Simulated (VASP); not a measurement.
# Te2Mo: single point with PBE

Te2Mo, a slab with vacuum:

```xyz
12
Lattice="3.5614 0.0000 0.0000 -1.7807 3.0842 0.0000 0.0000 0.0000 38.9903" Properties=species:S:1:pos:R:3 pbc="T T T"
Te    0.0000    2.0562   12.7975
Te    0.0000    2.0562   37.1116
Te    1.7807    1.0281    5.4618
Te    1.7807    1.0281   29.7742
Te    1.7807    1.0281    1.8786
Te    1.7807    1.0281   26.1928
Te    0.0000    2.0562    9.2161
Te    0.0000    2.0562   33.5285
Mo    1.7807    1.0281   11.0084
Mo    1.7807    1.0281   35.3197
Mo    0.0000    2.0562    3.6706
Mo    0.0000    2.0562   27.9818
```

```yaml
Program: VASP 6.6.1
Task: single point
Functional: PBE
Potentials_or_basis: VASP PAW PBE potentials, release 64 (Te, Mo_sv)
Cutoff: 520 eV
k_mesh: 9 × 9 × 1
Occupations: gaussian, width 0.012 eV
Spin: no spin polarisation
Dipole_correction: no
Further_INCAR_settings: ALGO = Normal; EDIFF = 1e-06; NBANDS = 64
```

- Largest force: 0.231 eV/Å
- Band gap on the k mesh: 0.99 eV (least direct gap 1.00 eV)

Forces in eV/Å, atoms in the order of the input:
```
Te   0.000  0.000  0.231
Te   0.000  0.000  0.193
Te   0.000  0.000  0.202
Te   0.000  0.000  0.194
Te   0.000  0.000 -0.193
Te   0.000  0.000 -0.231
Te   0.000  0.000 -0.194
Te   0.000  0.000 -0.202
Mo   0.000  0.000 -0.012
Mo   0.000  0.000  0.008
Mo   0.000  0.000 -0.008
Mo   0.000  0.000  0.012
```

Levels at points of the mesh, in eV from the valence-band top:
```tsv
k point	band 48	band 49	band 50	band 51	band 52	band 53	band 54	band 55	band 56	band 57
(0.00, 0.00, 0.00)	-0.95	-0.64	-0.27	-0.09	0.00	2.96	2.96	2.98	2.98	3.00
```

Wall time 8.2 min on 1 thread of AMD EPYC 9R45 96-Core Processor (Zen 5), with other jobs on the host, peak memory 0.64 GiB.

Caveat: spin-orbit coupling is left out, which moves the levels of the heavy elements.
